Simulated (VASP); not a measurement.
# Al (Im-3m) in VASP: settings compared

The runs below take Al through single point, with RPBE+D3(BJ), BLYP, PBE.

All numbers are computed with VASP 6.6.1; they aren't measurements. Logs are shortened: lines on timing, memory, paths and dates and some standing lists are left out, and cuts for length are marked.

## Step 1: The cell of the first run

The structure is cubic, space group Im-3m (No. 229). The conventional cell has a = 3.000 Å, b = 3.000 Å, c = 3.000 Å, α = 90.00°, β = 90.00°, γ = 90.00°. Within 3.4 Å of Al (site symmetry m-3m) lie 14 Al at 2.60 to 3.00 Å.

## Step 2: Single point, RPBE+D3(BJ)

Input file INCAR:

```
SYSTEM = Al
PREC = Accurate
ENCUT = 520
EDIFF = 1E-6
ISMEAR = -1
SIGMA = 0.05
LREAL = .False.
LASPH = .True.
NELM = 100
ALGO = Fast
ISIF = 2
LWAVE = .False.
LCHARG = .False.
GGA = RP
IVDW = 12
NBANDS = 8
```

Input file KPOINTS:

```
regular mesh
0
Gamma
  12 12 12
  0 0 0
```

Input file POSCAR:

```
Al
1.0
   -1.5000240523      1.5000240523      1.5000240523
    1.5000240523     -1.5000240523      1.5000240523
    1.5000240523      1.5000240523     -1.5000240523
Al
1
Direct
    0.0000000000      0.0000000000      0.0000000000
```

Potentials or basis: VASP PAW PBE potentials, release 64 (Al).

Command:

```bash
$ cat potpaw_PBE.64/Al/POTCAR > POTCAR
$ mpirun -np 1 vasp_std > vasp.out
```

OUTCAR:

```text
SYSTEM = Al
   PREC = Accurate
   ENCUT = 520
   EDIFF = 1E-6
   ISMEAR = -1
   LREAL = .False.
   LASPH = .True.
   NELM = 100
   ISIF = 2
   GGA = RP
   IVDW = 12
 IVDW          = 12

 ion  position               nearest neighbor table
   1  0.000  0.000  0.000-

  LATTYP: Found a body centered cubic cell.
 ALAT       =     3.0000481046

  Lattice vectors:

 A1 = (  -1.5000240523,   1.5000240523,   1.5000240523)
 A2 = (   1.5000240523,  -1.5000240523,   1.5000240523)
 A3 = (   1.5000240523,   1.5000240523,  -1.5000240523)

Analysis of symmetry for initial positions (statically):
=====================================================================
 Subroutine PRICEL returns:
 Original cell was already a primitive cell.

 Routine SETGRP: Setting up the symmetry group for a
 body centered cubic supercell.

 Subroutine GETGRP returns: Found 48 space group operations
[... 9 lines left out ...]

 Routine SETGRP: Setting up the symmetry group for a
 body centered cubic supercell.

 Subroutine GETGRP returns: Found 48 space group operations
[... 11 lines left out ...]
                                     Primitive cell

  volume of cell :      13.5006

  direct lattice vectors                    reciprocal lattice vectors
    -1.500024052  1.500024052  1.500024052     0.000000000  0.333327988  0.333327988
     1.500024052 -1.500024052  1.500024052     0.333327988  0.000000000  0.333327988
     1.500024052  1.500024052 -1.500024052     0.333327988  0.333327988  0.000000000

  length of vectors
     2.598117871  2.598117871  2.598117871     0.471396962  0.471396962  0.471396962

  position of ions in fractional coordinates (direct lattice)
     0.000000000  0.000000000  0.000000000

  ion indices of the primitive-cell ions
   primitive index   ion index
                 1           1

----------------------------------------------------------------------------------------

 KPOINTS: regular mesh

Automatic generation of k-mesh.
 Grid dimensions read from file:
 generate k-points for:   12   12   12

 Generating k-lattice:

  Cartesian coordinates                     Fractional coordinates (reciprocal lattice)
     0.000000000  0.027777332  0.027777332     0.083333333  0.000000000  0.000000000
     0.027777332  0.000000000  0.027777332     0.000000000  0.083333333  0.000000000
     0.027777332  0.027777332  0.000000000     0.000000000  0.000000000  0.083333333

  Length of vectors
     0.039283080  0.039283080  0.039283080

  Shift w.r.t. Gamma in fractional coordinates (k-lattice)
     0.000000000  0.000000000  0.000000000

 Subroutine IBZKPT returns following result:
 ===========================================

 Found     72 irreducible k-points:

 Following reciprocal coordinates:
            Coordinates               Weight
  0.000000  0.000000  0.000000      1.000000
  0.083333  0.000000  0.000000     12.000000
  0.166667  0.000000  0.000000     12.000000
  0.250000  0.000000  0.000000     12.000000
  0.333333  0.000000  0.000000     12.000000
  0.416667  0.000000  0.000000     12.000000
[... 16 lines left out ...]
  0.333333  0.083333  0.083333     24.000000
  0.416667  0.083333  0.083333     12.000000
 [... further k-points ...]
   k-points           NKPTS =     72   k-points in BZ     NKDIM =     72   number of bands    NBANDS=      8
   number of dos      NEDOS =    301   number of ions     NIONS =      1
   total plane-waves  NPLWV =   8000
   dimension x,y,z NGX =    20 NGY =   20 NGZ =   20
   dimension x,y,z NGXF=    40 NGYF=   40 NGZF=   40
   ions per type =               1
   NGX,Y,Z   is equivalent  to a cutoff of  12.80, 12.80, 12.80 a.u.
   NGXF,Y,Z  is equivalent  to a cutoff of  25.59, 25.59, 25.59 a.u.
 SYSTEM =  Al
   PREC   = accura    normal or accurate (medium, high low for compatibility)
   ISTART =      0    job   : 0-new  1-cont  2-samecut
   ICHARG =      2    charge: 1-file 2-atom 10-const
   ISPIN  =      1    spin polarized calculation?
   LNONCOLLINEAR =      F non collinear calculations
   LSORBIT =      F    spin-orbit coupling
   LASPH  =      T    aspherical Exc in radial PAW
   ENCUT  =  520.0 eV  38.22 Ry    6.18 a.u.   4.83  4.83  4.83*2*pi/ulx,y,z
   NELM   =    100;   NELMIN=  2; NELMDL= -5     # of ELM steps
   EDIFF  = 0.1E-05   stopping-criterion for ELM
   LREAL  =      F    real-space projection
   EDIFFG = 0.1E-04   stopping-criterion for IOM
   NSW    =      0    number of steps for IOM
   IBRION =     -1    ionic relax: 0-MD 1-quasi-New 2-CG
   NFREE  =      0    steps in history (QN), initial steepest desc. (CG)
   ISIF   =      2    stress and relaxation
   ISYM   =      2    0-nonsym 1-usesym 2-fastsym
   POTIM  = 0.5000    time-step for ionic-motion
   TEBEG  =    0.0;   TEEND  =   0.0 temperature during run
   PSTRESS=    0.0 pullay stress
   NELECT =       3.0000    total number of electrons
   NUPDOWN=      -1.0000    fix difference up-down
   EMIN   =  10.00;   EMAX   =-10.00  energy-range for DOS
   EFERMI =   0.00;   METHOD = LEGACY
   ISMEAR =    -1;   SIGMA  =   0.05  broadening in eV -4-tet -1-fermi 0-gaus
   EFERMI_NEDOS =   21; number of points for ismear=-14 and -15
   IALGO  =     68    algorithm
   IMIX   =      4    mixing-type and parameters
     AMIX     =   0.40;   BMIX     =  1.00
     AMIX_MAG =   1.60;   BMIX_MAG =  1.00
  volume/ion in A,a.u.               =      13.50        91.11
  Fermi-wavevector in a.u.,A,eV,Ry     =   0.991586  1.873826 13.377829  0.983243
  Thomas-Fermi vector in A             =   2.123338
   LORBIT       =      0    0 simple, 1 ext, 2 COOP (PROOUT), +10 PAW based schemes
   GGA     = RP    functional components
   LHFCALC =     F    Hartree Fock is set to
   AEXX    =    0.0000 exact exchange contribution
   IVDW    =    12    specifies the selected vdW correction
   LEPSILON=     F    determine dielectric tensor
   LRPA    =     F    only Hartree local field effects (RPA)
 non-spin polarized calculation
 RMM-DIIS sequential band-by-band and
  energy-cutoff  :      520.00
  volume of cell :       13.50
 maximum number of plane-waves:       371
   NGX =  9   NGY =  9   NGZ =  9

 number of electron       3.0000000 magnetization

 Free energy of the ion-electron system (eV)
  ---------------------------------------------------
  ext. energy  EPLUGINS =         0.00000000
  ---------------------------------------------------
  free energy    TOTEN  =        -3.15276642 eV

  energy without entropy =       -3.14871862  energy(sigma->0) =       -3.15074252

 E-fermi :  10.3731     XC(G=0): -10.8928

 val. band max:       10.3335505750   @ k =  -0.3333  -0.4167   0.0833
 cond. band min:      10.4149445412   @ k =  -0.4167   0.4167   0.2500
 fundamental gap:      0.0813939663
 Fermi energy:        10.3731009960

 k-point     1 :       0.0000    0.0000    0.0000
  band No.  band energies     occupation
      1      -2.2349      2.00000
      2      24.9199      0.00000
      3      24.9199      0.00000
      4      24.9199      0.00000
      5      28.3083      0.00000
      6      28.3083      0.00000
      7      28.4756      0.00000
      8      28.4756      0.00000

 k-point     2 :       0.0833    0.0000    0.0000
  band No.  band energies     occupation
      1      -2.0068      2.00000
      2      22.8081      0.00000
      3      24.0189      0.00000
      4      24.1136      0.00000
      5      26.6277      0.00000
      6      27.0008      0.00000
      7      28.7945      0.00000
      8      29.2470      0.00000

 k-point     3 :       0.1667    0.0000    0.0000
  band No.  band energies     occupation
      1      -1.3253      2.00000
      2      18.9836      0.00000
      3      22.4417      0.00000
      4      22.8336      0.00000
      5      24.9358      0.00000
      6      26.1121      0.00000
      7      29.4307      0.00000
      8      29.8085      0.00000

 k-point     4 :       0.2500    0.0000    0.0000
  band No.  band energies     occupation
      1      -0.1986      2.00000
      2      15.2017      0.00000
      3      21.0238      0.00000
      4      21.7394      0.00000
      5      23.5868      0.00000
      6      25.2072      0.00000
      7      30.5681      0.00000
      8      30.6070      0.00000

 k-point     5 :       0.3333    0.0000    0.0000
  band No.  band energies     occupation
      1       1.3593      2.00000
      2      11.7155      0.00000
      3      19.9632      0.00000
      4      20.9410      0.00000
      5      22.6189      0.00000
      6      24.4122      0.00000
      7      31.6604      0.00000
      8      32.1628      0.00000

 k-point     6 :       0.4167    0.0000    0.0000
  band No.  band energies     occupation
      1       3.3215      2.00000
      2       8.5916      2.00000
      3      19.3149      0.00000
      4      20.4599      0.00000
      5      22.0384      0.00000
      6      23.8790      0.00000
      7      32.8276      0.00000
      8      34.1095      0.00000

 k-point     7 :       0.5000    0.0000    0.0000
  band No.  band energies     occupation
      1       5.2524      2.00000
      2       6.2731      2.00000
      3      19.0972      0.00000
      4      20.2994      0.00000
      5      21.8450      0.00000
      6      23.6925      0.00000
      7      33.4875      0.00000
      8      35.6060      0.00000
[... 133 lines left out ...]
 k-point    20 :       0.0833    0.0833    0.0833
  band No.  band energies     occupation
      1      -0.8733      2.00000
      2      18.9708      0.00000
      3      18.9708      0.00000
      4      20.5581      0.00000
      5      28.0508      0.00000
      6      28.0508      0.00000
      7      29.6550      0.00000
      8      29.6550      0.00000

 k-point    21 :       0.1667    0.0833    0.0833
  band No.  band energies     occupation
      1       0.2488      2.00000
      2      15.4804      0.00000
      3      17.5164      0.00000
      4      19.1165      0.00000
      5      27.6940      0.00000
      6      28.1062      0.00000
      7      30.7295      0.00000
      8      30.7326      0.00000

 k-point    22 :       0.2500    0.0833    0.0833
  band No.  band energies     occupation
      1       1.7998      2.00000
      2      12.0763      0.00000
      3      16.4660      0.00000
      4      18.1586      0.00000
      5      26.8669      0.00000
      6      27.6273      0.00000
      7      31.9135      0.00000
      8      32.4023      0.00000

 k-point    23 :       0.3333    0.0833    0.0833
  band No.  band energies     occupation
      1       3.7522      2.00000
      2       8.9908      2.00000
      3      15.8330      0.00000
      4      17.5823      0.00000
      5      26.3128      0.00000
      6      27.2380      0.00000
      7      33.1143      0.00000
      8      34.3918      0.00000

 k-point    24 :       0.4167    0.0833    0.0833
  band No.  band energies     occupation
      1       5.6657      2.00000
      2       6.6976      2.00000
      3      15.6217      0.00000
      4      17.3893      0.00000
      5      26.1230      0.00000
      6      27.0962      0.00000
      7      33.7763      0.00000
      8      35.9015      0.00000

 [... further k-points ...]

------------------------ aborting loop because EDIFF is reached ----------------------------------------

 Edisp (eV)   -2.21601

 E8    (eV) :    -1.4759

  FORCE on cell =-STRESS in cart. coord.  units (eV):
  Direction    XX          YY          ZZ          XY          YZ          ZX
  --------------------------------------------------------------------------------------
  -------------------------------------------------------------------------------------
  Total      -0.02646    -0.02646    -0.02646     0.00000     0.00000    -0.00000
  in kB      -3.14009    -3.14009    -3.14009     0.00000     0.00000    -0.00000
  external pressure =       -3.14 kB  Pullay stress =        0.00 kB

 VOLUME and BASIS-vectors are now :
 -----------------------------------------------------------------------------
  energy-cutoff  :      520.00
  volume of cell :       13.50
      direct lattice vectors                 reciprocal lattice vectors
    -1.500024052  1.500024052  1.500024052     0.000000000  0.333327988  0.333327988
     1.500024052 -1.500024052  1.500024052     0.333327988  0.000000000  0.333327988
     1.500024052  1.500024052 -1.500024052     0.333327988  0.333327988  0.000000000

 POSITION                                       TOTAL-FORCE (eV/Angst)
 -----------------------------------------------------------------------------------
      0.00000      0.00000      0.00000        -0.000000      0.000000      0.000000
 -----------------------------------------------------------------------------------
    total drift:                                0.000000      0.000000      0.000000

  FREE ENERGIE OF THE ION-ELECTRON SYSTEM (eV)
  ---------------------------------------------------
  free  energy   TOTEN  =        -5.3687810469 eV

  energy  without entropy=       -5.3647332461  energy(sigma->0) =       -5.36675715
```

Wall time 6.3 s (1 thread of Intel Xeon Platinum 8488C (Sapphire Rapids), shared host); peak memory 0.13 GiB.

Results:

- Free energy: -5.3688 eV
- Pressure: -0.3 GPa
- Dispersion energy per atom: -2.216 eV

Caveat: the PAW data sets were made with another functional, which shifts forces and pressure a little; pairwise dispersion overbinds metals, which lowers pressure and volume.

## Step 3: Single point, BLYP

This run uses another cell than the first one, of 16.12 Å³/atom, 1.194 times its volume.

Input file INCAR:

```
PREC = Accurate ; ENCUT = 520
EDIFF = 1E-6 ; ISMEAR = -1
SIGMA = 0.05 ; LREAL = False
LASPH = True ; NELM = 100
ALGO = Fast ; ISIF = 2
LWAVE = False ; LCHARG = False
GGA = B5 ; ALDAX = 1.0
AGGAX = 1.0 ; AGGAC = 1.0
ALDAC = 0.0 ; NBANDS = 8
```

Input file KPOINTS:

```
regular mesh
0
Gamma
  12 12 12
```

Input file POSCAR:

```
Al
1.0
   -1.5912186900      1.5912186900      1.5912186900
    1.5912186900     -1.5912186900      1.5912186900
    1.5912186900      1.5912186900     -1.5912186900
Al
1
Direct
    0.0000000000      0.0000000000      0.0000000000
```

Potentials or basis: VASP PAW PBE potentials, release 64 (Al).

Command:

```bash
$ cat potpaw_PBE.64/Al/POTCAR > POTCAR
$ mpirun -np 1 vasp_std > vasp.out
```

OUTCAR:

```text
PREC = Accurate
   ENCUT = 520
   EDIFF = 1E-6
   ISMEAR = -1
   LREAL = False
   LASPH = True
   NELM = 100
   ISIF = 2
   GGA = B5

 ion  position               nearest neighbor table
   1  0.000  0.000  0.000-

  LATTYP: Found a body centered cubic cell.
 ALAT       =     3.1824373800

  Lattice vectors:

 A1 = (  -1.5912186900,   1.5912186900,   1.5912186900)
 A2 = (   1.5912186900,  -1.5912186900,   1.5912186900)
 A3 = (   1.5912186900,   1.5912186900,  -1.5912186900)

Analysis of symmetry for initial positions (statically):
=====================================================================
 Subroutine PRICEL returns:
 Original cell was already a primitive cell.

 Routine SETGRP: Setting up the symmetry group for a
 body centered cubic supercell.

 Subroutine GETGRP returns: Found 48 space group operations
 (whereof 48 operations were pure point group operations)
 out of a pool of 48 trial point group operations.

The static configuration has the point symmetry O_h .

Analysis of symmetry for dynamics (positions and initial velocities):
=====================================================================
 Subroutine PRICEL returns:
 Original cell was already a primitive cell.

 Routine SETGRP: Setting up the symmetry group for a
 body centered cubic supercell.

 Subroutine GETGRP returns: Found 48 space group operations
 (whereof 48 operations were pure point group operations)
 out of a pool of 48 trial point group operations.

The dynamic configuration has the point symmetry O_h .

 Subroutine INISYM returns: Found 48 space group operations
 (whereof 48 operations are pure point group operations),
 and found     1 'primitive' translations

[... 110 lines left out ...]
   IMIX   =      4    mixing-type and parameters
     AMIX     =   0.40;   BMIX     =  1.00
     AMIX_MAG =   1.60;   BMIX_MAG =  1.00
  volume/ion in A,a.u.               =      16.12       108.75
  Fermi-wavevector in a.u.,A,eV,Ry     =   0.934757  1.766435 11.888371  0.873771
  Thomas-Fermi vector in A             =   2.061595
   LORBIT       =      0    0 simple, 1 ext, 2 COOP (PROOUT), +10 PAW based schemes
   GGA     = B5    functional components
   LHFCALC =     F    Hartree Fock is set to
   AEXX    =    0.0000 exact exchange contribution
   IVDW    =     0    specifies the selected vdW correction
   LEPSILON=     F    determine dielectric tensor
   LRPA    =     F    only Hartree local field effects (RPA)
 non-spin polarized calculation
 RMM-DIIS sequential band-by-band and
  energy-cutoff  :      520.00
  volume of cell :       16.12
 maximum number of plane-waves:       466
   NGX = 11   NGY = 11   NGZ = 11

 number of electron       3.0000000 magnetization

 Free energy of the ion-electron system (eV)
  ---------------------------------------------------
  ext. energy  EPLUGINS =         0.00000000
  ---------------------------------------------------
  free energy    TOTEN  =        -2.57299584 eV

  energy without entropy =       -2.56908088  energy(sigma->0) =       -2.57103836

 E-fermi :   8.6930     XC(G=0):  -9.7653

 val. band max:        8.6878343389   @ k =   0.3333   0.2500   0.0833
 cond. band min:       8.7645821735   @ k =  -0.4167   0.4167   0.2500
 fundamental gap:      0.0767478346
 Fermi energy:         8.6930082972

 k-point     1 :       0.0000    0.0000    0.0000
  band No.  band energies     occupation
      1      -2.5496      2.00000
      2      22.0484      0.00000
      3      22.0484      0.00000
      4      22.0484      0.00000
      5      23.4756      0.00000
      6      23.4756      0.00000
      7      23.4756      0.00000
      8      25.3438      0.00000
[... 243 lines left out ...]
 k-point    24 :       0.4167    0.0833    0.0833
  band No.  band energies     occupation
      1       4.7575      2.00000
      2       5.1857      2.00000
      3      13.7491      0.00000
      4      14.3102      0.00000
      5      22.8527      0.00000
      6      23.3618      0.00000
      7      29.8577      0.00000
      8      31.0875      0.00000

 [... further k-points ...]

------------------------ aborting loop because EDIFF is reached ----------------------------------------

  FORCE on cell =-STRESS in cart. coord.  units (eV):
  Direction    XX          YY          ZZ          XY          YZ          ZX
  --------------------------------------------------------------------------------------
  -------------------------------------------------------------------------------------
  Total        0.7825545      0.7825545      0.7825545     -0.0000000      0.0000000     -0.0000000
  in kB       77.7992826     77.7992826     77.7992826     -0.0000000      0.0000000     -0.0000000
  external PRESSURE =      77.7992826 kB  Pullay stress =       0.0000000 kB

 VOLUME and BASIS-vectors are now :
 -----------------------------------------------------------------------------
  energy-cutoff  :      520.00
  volume of cell :       16.12
      direct lattice vectors                 reciprocal lattice vectors
    -1.591218690  1.591218690  1.591218690     0.000000000  0.314224565  0.314224565
     1.591218690 -1.591218690  1.591218690     0.314224565  0.000000000  0.314224565
     1.591218690  1.591218690 -1.591218690     0.314224565  0.314224565  0.000000000

 POSITION                                       TOTAL-FORCE (eV/Angst)
 -----------------------------------------------------------------------------------
      0.00000      0.00000      0.00000        -0.000000      0.000000      0.000000
 -----------------------------------------------------------------------------------
    total drift:                                0.000000      0.000000     -0.000000

  FREE ENERGIE OF THE ION-ELECTRON SYSTEM (eV)
  ---------------------------------------------------
  free  energy   TOTEN  =        -2.5729958379 eV

  energy  without entropy=       -2.5690808780  energy(sigma->0) =       -2.57103836
```

Run time: 8 s. Hardware: 1 thread of Intel Xeon Platinum 8488C (Sapphire Rapids), shared host; peak memory 0.12 GiB.

What came out:

```
Free energy : -2.5730 eV
Pressure    : 7.8 GPa
```

Levels at points of the mesh, in eV from the Fermi level:
| k point | band 1 | band 2 | band 3 | band 4 | band 5 |
| --- | --- | --- | --- | --- | --- |
| (0.00, 0.00, 0.00) | -11.24 | 13.36 | 13.36 | 13.36 | 14.78 |
| (0.50, 0.00, 0.00) | -4.31 | -3.90 | 8.20 | 8.38 | 10.19 |
| (0.50, 0.50, 0.50) | 1.88 | 1.88 | 1.88 | 3.17 | 3.17 |

Caveat: the PAW data sets were made with another functional, which shifts forces and pressure a little.

[end of part 1 of 2]
